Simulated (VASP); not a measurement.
Runs of VASP 6.6.1 on BiTe. The structure is that of space group R-3m (No. 166), or close to it. The cells are those of the table. 

| cell | gap on the mesh (eV) | pressure (GPa) |
| --- | --- | --- |
| a = 4.326 Å, angles 67.4°, 2 atoms | none | (a) |
| a = 4.314 Å, angles 67.6°, 2 atoms | none | -1.4 |
| a = 4.302 Å, angles 67.8°, 2 atoms | none | -1.2 |
| a = 4.277 Å, angles 68.2°, 2 atoms | none | -0.8 |

Alike in all rows: task single point; level PBEsol; potentials or basis VASP PAW PBE potentials, release 64 (Bi_d, Te); no spin polarisation; k mesh 18 × 18 × 18; cutoff (eV) 520; smearing gaussian 0.15 eV.

Question: Estimate the missing entries.

Answer: (a) -1.6.

Caveats: the PAW data sets were made with another functional, which shifts forces and pressure a little; spin-orbit coupling is left out, which moves the levels of the heavy elements.

A k mesh can miss the band edges, and the runs leave out spin-orbit coupling on Bi, Te.

A gap of «none» marks levels without a gap at the run's occupations.
